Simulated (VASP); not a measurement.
# ZnS in VASP: further runs

Runs on ZnS. Level: PBE. Tasks: electric field gradients.

All numbers are computed with VASP 6.6.1; they aren't measurements. Logs are shortened: lines on timing, memory, paths and dates and some standing lists are left out, and cuts for length are marked.

### Step 1. The cell of the first run

Symmetry: I-4m2, No. 119, tetragonal system. The conventional cell has a = 3.825 Å, b = 3.825 Å, c = 5.572 Å, α = 90.00°, β = 90.00°, γ = 90.00°. Within 3.1 Å of Zn (site symmetry -4m2) lie 4 S at 2.37 Å. Within 3.1 Å of S (site symmetry -4m2) lie 4 Zn at 2.37 Å.

### Step 2. Electric field gradients, PBE (zz strain of +3 %)

The input, INCAR:

```
PREC = Accurate ; ENCUT = 520
EDIFF = 1E-8 ; ISMEAR = -1
SIGMA = 0.01 ; LREAL = F
LASPH = T ; NELM = 80
ALGO = Normal ; ISIF = 2
LWAVE = F ; LCHARG = F
GGA = PE ; LEFG = T
NBANDS = 16
```

The input, KPOINTS:

```
regular mesh
0
Gamma
  8 8 8
```

The input, POSCAR:

```
ZnS
1.0
    0.0000000000      2.7046500000      2.7857895000
    2.7046500000      0.0000000000      2.7857895000
    2.7046500000      2.7046500000      0.0000000000
Zn S
1 1
Direct
    0.0000000000      0.0000000000      0.0000000000
    0.7500000000      0.7500000000      0.7500000000
```

Potentials or basis: VASP PAW PBE potentials, release 64 (Zn, S).

The run is started by

```console
$ cat potpaw_PBE.64/Zn/POTCAR potpaw_PBE.64/S/POTCAR > POTCAR
$ mpirun -np 1 vasp_std > vasp.out
```

OUTCAR:

```text
PREC = Accurate
   ENCUT = 520
   EDIFF = 1E-8
   ISMEAR = -1
   LREAL = F
   LASPH = T
   NELM = 80
   ISIF = 2
   GGA = PE

 ion  position               nearest neighbor table
   1  0.000  0.000  0.000-   2 2.37   2 2.37   2 2.37   2 2.37
   2  0.750  0.750  0.750-   1 2.37   1 2.37   1 2.37   1 2.37

  LATTYP: Found a body centered tetragonal cell.
 ALAT       =     3.8249527115
 C/A-ratio  =     1.4566399692

  Lattice vectors:

 A1 = (  -2.7046500000,   0.0000000000,   2.7857895000)
 A2 = (   2.7046500000,   0.0000000000,   2.7857895000)
 A3 = (   0.0000000000,   2.7046500000,  -2.7857895000)

Analysis of symmetry for initial positions (statically):
=====================================================================
 Subroutine PRICEL returns:
 Original cell was already a primitive cell.

 Routine SETGRP: Setting up the symmetry group for a
 body centered tetragonal supercell.

 Subroutine GETGRP returns: Found  8 space group operations
 (whereof  8 operations were pure point group operations)
 out of a pool of 16 trial point group operations.

The static configuration has the point symmetry D_2d.

Analysis of symmetry for dynamics (positions and initial velocities):
=====================================================================
 Subroutine PRICEL returns:
 Original cell was already a primitive cell.

 Routine SETGRP: Setting up the symmetry group for a
 body centered tetragonal supercell.

 Subroutine GETGRP returns: Found  8 space group operations
 (whereof  8 operations were pure point group operations)
 out of a pool of 16 trial point group operations.

The dynamic configuration has the point symmetry D_2d.

 Subroutine INISYM returns: Found  8 space group operations
 (whereof  8 operations are pure point group operations),
 and found     1 'primitive' translations

----------------------------------------------------------------------------------------

                                     Primitive cell

  volume of cell :      40.7568

  direct lattice vectors                    reciprocal lattice vectors
     0.000000000  2.704650000  2.785789500    -0.184866803  0.184866803  0.179482333
     2.704650000  0.000000000  2.785789500     0.184866803 -0.184866803  0.179482333
     2.704650000  2.704650000  0.000000000     0.184866803  0.184866803 -0.179482333

  length of vectors
     3.882750927  3.882750927  3.824952711     0.317120447  0.317120447  0.317120447

  position of ions in fractional coordinates (direct lattice)
     0.000000000  0.000000000  0.000000000
     0.750000000  0.750000000  0.750000000

  ion indices of the primitive-cell ions
   primitive index   ion index
                 1           1
                 2           2

----------------------------------------------------------------------------------------

 KPOINTS: regular mesh

Automatic generation of k-mesh.
 Grid dimensions read from file:
 generate k-points for:    8    8    8

 Generating k-lattice:

  Cartesian coordinates                     Fractional coordinates (reciprocal lattice)
    -0.023108350  0.023108350  0.022435292     0.125000000  0.000000000  0.000000000
     0.023108350 -0.023108350  0.022435292     0.000000000  0.125000000  0.000000000
     0.023108350  0.023108350 -0.022435292    -0.000000000 -0.000000000  0.125000000

  Length of vectors
     0.039640056  0.039640056  0.039640056

  Shift w.r.t. Gamma in fractional coordinates (k-lattice)
     0.000000000  0.000000000  0.000000000

 Subroutine IBZKPT returns following result:
 ===========================================

 Found     59 irreducible k-points:

 Following reciprocal coordinates:
            Coordinates               Weight
  0.000000  0.000000  0.000000      1.000000
  0.125000  0.000000  0.000000      8.000000
  0.250000  0.000000  0.000000      8.000000
  0.375000  0.000000  0.000000      8.000000
  0.500000  0.000000  0.000000      4.000000
  0.125000  0.125000  0.000000      2.000000
[... 16 lines left out ...]
  0.250000  0.000000  0.125000     16.000000
  0.375000  0.000000  0.125000     16.000000
 [... further k-points ...]
   k-points           NKPTS =     59   k-points in BZ     NKDIM =     59   number of bands    NBANDS=     16
   number of dos      NEDOS =    301   number of ions     NIONS =      2
   total plane-waves  NPLWV =  25200
   dimension x,y,z NGX =    30 NGY =   30 NGZ =   28
   dimension x,y,z NGXF=    60 NGYF=   60 NGZF=   56
   ions per type =               1   1
   NGX,Y,Z   is equivalent  to a cutoff of  12.84, 12.84, 12.17 a.u.
   NGXF,Y,Z  is equivalent  to a cutoff of  25.69, 25.69, 24.34 a.u.
 SYSTEM =  unknown system
   PREC   = accura    normal or accurate (medium, high low for compatibility)
   ISTART =      0    job   : 0-new  1-cont  2-samecut
   ICHARG =      2    charge: 1-file 2-atom 10-const
   ISPIN  =      1    spin polarized calculation?
   LNONCOLLINEAR =      F non collinear calculations
   LSORBIT =      F    spin-orbit coupling
   LASPH  =      T    aspherical Exc in radial PAW
   ENCUT  =  520.0 eV  38.22 Ry    6.18 a.u.   7.22  7.22  7.11*2*pi/ulx,y,z
   NELM   =     80;   NELMIN=  2; NELMDL= -5     # of ELM steps
   EDIFF  = 0.1E-07   stopping-criterion for ELM
   LREAL  =      F    real-space projection
   EDIFFG = 0.1E-06   stopping-criterion for IOM
   NSW    =      0    number of steps for IOM
   IBRION =     -1    ionic relax: 0-MD 1-quasi-New 2-CG
   NFREE  =      0    steps in history (QN), initial steepest desc. (CG)
   ISIF   =      2    stress and relaxation
   ISYM   =      2    0-nonsym 1-usesym 2-fastsym
   POTIM  = 0.5000    time-step for ionic-motion
   TEBEG  =    0.0;   TEEND  =   0.0 temperature during run
   PSTRESS=    0.0 pullay stress
   NELECT =      18.0000    total number of electrons
   NUPDOWN=      -1.0000    fix difference up-down
   EMIN   =  10.00;   EMAX   =-10.00  energy-range for DOS
   EFERMI =   0.00;   METHOD = LEGACY
   ISMEAR =    -1;   SIGMA  =   0.01  broadening in eV -4-tet -1-fermi 0-gaus
   EFERMI_NEDOS =   21; number of points for ismear=-14 and -15
   IALGO  =     38    algorithm
   IMIX   =      4    mixing-type and parameters
     AMIX     =   0.40;   BMIX     =  1.00
     AMIX_MAG =   1.60;   BMIX_MAG =  1.00
  volume/ion in A,a.u.               =      20.38       137.52
  Fermi-wavevector in a.u.,A,eV,Ry     =   1.246710  2.355941 21.147350  1.554286
  Thomas-Fermi vector in A             =   2.380875
   LORBIT       =      0    0 simple, 1 ext, 2 COOP (PROOUT), +10 PAW based schemes
   GGA     = PE    functional components
   LHFCALC =     F    Hartree Fock is set to
   AEXX    =    0.0000 exact exchange contribution
   IVDW    =     0    specifies the selected vdW correction
   LEPSILON=     F    determine dielectric tensor
   LRPA    =     F    only Hartree local field effects (RPA)
 non-spin polarized calculation
  energy-cutoff  :      520.00
  volume of cell :       40.76
 maximum number of plane-waves:      1108
 NGX is ok and might be reduce to    30
   NGX = 15   NGY = 15   NGZ = 15

 number of electron      18.0000000 magnetization

 Free energy of the ion-electron system (eV)
  ---------------------------------------------------
  ext. energy  EPLUGINS =         0.00000000
  ---------------------------------------------------
  free energy    TOTEN  =        -6.84867422 eV

  energy without entropy =       -6.84867422  energy(sigma->0) =       -6.84867422

 E-fermi :   2.0342     XC(G=0):  -9.4787

 val. band max:        1.8440141295   @ k =   0.0000   0.0000   0.0000
 cond. band min:       3.7785599639   @ k =   0.0000   0.0000   0.0000
 fundamental gap:      1.9345458344
 Fermi energy:         2.0342227366

 k-point     1 :       0.0000    0.0000    0.0000
  band No.  band energies     occupation
      1     -11.1080      2.00000
      2      -4.4168      2.00000
      3      -4.3992      2.00000
      4      -4.3992      2.00000
      5      -3.9495      2.00000
      6      -3.9426      2.00000
[... 8 lines left out ...]
     15      13.5401      0.00000
     16      13.7768      0.00000

 k-point     2 :       0.1250    0.0000    0.0000
  band No.  band energies     occupation
      1     -10.9977      2.00000
      2      -4.4060      2.00000
      3      -4.3873      2.00000
      4      -4.3791      2.00000
      5      -3.9499      2.00000
      6      -3.9450      2.00000
[... 8 lines left out ...]
     15      13.1443      0.00000
     16      14.3058      0.00000

 k-point     3 :       0.2500    0.0000    0.0000
  band No.  band energies     occupation
      1     -10.7107      2.00000
      2      -4.3588      2.00000
      3      -4.3409      2.00000
      4      -4.3347      2.00000
      5      -3.9447      2.00000
      6      -3.9439      2.00000
[... 8 lines left out ...]
     15      12.8323      0.00000
     16      13.9595      0.00000

 k-point     4 :       0.3750    0.0000    0.0000
  band No.  band energies     occupation
      1     -10.3868      2.00000
      2      -4.3197      2.00000
      3      -4.2985      2.00000
      4      -4.1331      2.00000
      5      -3.9328      2.00000
      6      -3.9242      2.00000
[... 8 lines left out ...]
     15      13.7879      0.00000
     16      13.9399      0.00000

 k-point     5 :       0.5000    0.0000    0.0000
  band No.  band energies     occupation
      1     -10.2388      2.00000
      2      -4.3096      2.00000
      3      -4.2868      2.00000
      4      -3.9237      2.00000
      5      -3.9145      2.00000
      6      -3.7549      2.00000
[... 8 lines left out ...]
     15      15.0267      0.00000
     16      15.2240      0.00000

 k-point     6 :       0.1250    0.1250    0.0000
  band No.  band energies     occupation
      1     -10.9660      2.00000
      2      -4.4303      2.00000
      3      -4.3621      2.00000
      4      -4.3621      2.00000
      5      -3.9650      2.00000
      6      -3.9336      2.00000
[... 8 lines left out ...]
     15      13.9632      0.00000
     16      14.6909      0.00000
[... 267 lines left out ...]
 k-point    21 :       0.5000    0.5000    0.0000
  band No.  band energies     occupation
      1      -9.9804      2.00000
      2      -4.4059      2.00000
      3      -4.0839      2.00000
      4      -4.0839      2.00000
      5      -3.8807      2.00000
      6      -3.7709      2.00000
[... 8 lines left out ...]
     15      15.5593      0.00000
     16      16.2588      0.00000

 k-point    22 :       0.1250    0.0000    0.1250
  band No.  band energies     occupation
      1     -10.9584      2.00000
      2      -4.4154      2.00000
      3      -4.3814      2.00000
      4      -4.3623      2.00000
      5      -3.9588      2.00000
      6      -3.9371      2.00000
[... 8 lines left out ...]
     15      13.5809      0.00000
     16      14.8299      0.00000

 k-point    23 :       0.2500    0.0000    0.1250
  band No.  band energies     occupation
      1     -10.7277      2.00000
      2      -4.4036      2.00000
      3      -4.3356      2.00000
      4      -4.3147      2.00000
      5      -3.9656      2.00000
      6      -3.9266      2.00000
[... 8 lines left out ...]
     15      13.6147      0.00000
     16      15.3660      0.00000

 k-point    24 :       0.3750    0.0000    0.1250
  band No.  band energies     occupation
      1     -10.4112      2.00000
      2      -4.3305      2.00000
      3      -4.2876      2.00000
      4      -4.2165      2.00000
      5      -3.9418      2.00000
      6      -3.9124      2.00000
[... 8 lines left out ...]
     15      14.3918      0.00000
     16      14.8613      0.00000

 [... further k-points ...]
[... 5 lines left out ...]
  --------------------------------------------------------------------------------------
  -------------------------------------------------------------------------------------
  Total       -0.0398424     -0.0398424     -0.3652712      0.0000000     -0.0000000      0.0000000
  in kB       -1.5662301     -1.5662301    -14.3590463      0.0000000     -0.0000000      0.0000000
  external PRESSURE =      -5.8305022 kB  Pullay stress =       0.0000000 kB

 VOLUME and BASIS-vectors are now :
 -----------------------------------------------------------------------------
  energy-cutoff  :      520.00
  volume of cell :       40.76
      direct lattice vectors                 reciprocal lattice vectors
     0.000000000  2.704650000  2.785789500    -0.184866803  0.184866803  0.179482333
     2.704650000  0.000000000  2.785789500     0.184866803 -0.184866803  0.179482333
     2.704650000  2.704650000  0.000000000     0.184866803  0.184866803 -0.179482333

 POSITION                                       TOTAL-FORCE (eV/Angst)
 -----------------------------------------------------------------------------------
      0.00000      0.00000      0.00000         0.000000      0.000000     -0.000000
      4.05697      4.05697      4.17868        -0.000000     -0.000000      0.000000
 -----------------------------------------------------------------------------------
    total drift:                               -0.000003     -0.000003     -0.000018

  FREE ENERGIE OF THE ION-ELECTRON SYSTEM (eV)
  ---------------------------------------------------
  free  energy   TOTEN  =        -6.8486742230 eV

  energy  without entropy=       -6.8486742230  energy(sigma->0) =       -6.84867422

 Electric field gradients (V/A^2)
---------------------------------------------------------------------
 ion       V_xx      V_yy      V_zz      V_xy      V_xz      V_yz
---------------------------------------------------------------------
   1       2.510     2.510    -5.019    -0.005     0.004     0.004
   2      -3.106    -3.106     6.212     0.001    -0.001    -0.001
---------------------------------------------------------------------

 Electric field gradients after diagonalization (V/A^2)
 (convention: |V_zz| > |V_xx| > |V_yy|)
----------------------------------------------------------------------
 ion       V_xx      V_yy      V_zz     asymmetry (V_yy - V_xx)/ V_zz
----------------------------------------------------------------------
   1       2.515     2.505    -5.019       0.002
   2      -3.106    -3.105     6.212       0.000
----------------------------------------------------------------------

           NMR quadrupolar parameters

 Cq : quadrupolar parameter    Cq=e*Q*V_zz/h
 eta: asymmetry parameters     (V_yy - V_xx)/ V_zz
 Q  : nuclear electric quadrupole moment in mb (millibarn)
----------------------------------------------------------------------
 ion       Cq(MHz)       eta       Q (mb)
----------------------------------------------------------------------
   1      -0.012       0.002       1.000
   2       0.015       0.000       1.000
----------------------------------------------------------------------
```

Run time: 24 s. Hardware: 1 thread of Intel Xeon Platinum 8559C (Emerald Rapids), shared host; peak memory 0.18 GiB.

What came out:

| Property | Result |
| --- | --- |
| Free energy | -6.8487 eV |
| Pressure | -0.6 GPa |
| Band gap on the k mesh | 1.93 eV, direct |

Stress tensor (GPa, compression positive):
```
-0.16  0.00  0.00
 0.00 -0.16  0.00
 0.00  0.00 -1.44
```

Electric field gradients, principal values (V/Å²):
| atom | least | middle | greatest (by size) |
| --- | --- | --- | --- |
| 1 Zn | 2.505 | 2.515 | -5.019 |
| 2 S | -3.105 | -3.106 | 6.212 |

Caveat: the cell differs from its parent crystal (zz strain of +3 %); without QUAD_EFG the Cq values of the log hold for a quadrupole moment of 1 mb, not for the nuclei.

(Continued in part 2 of 2.)
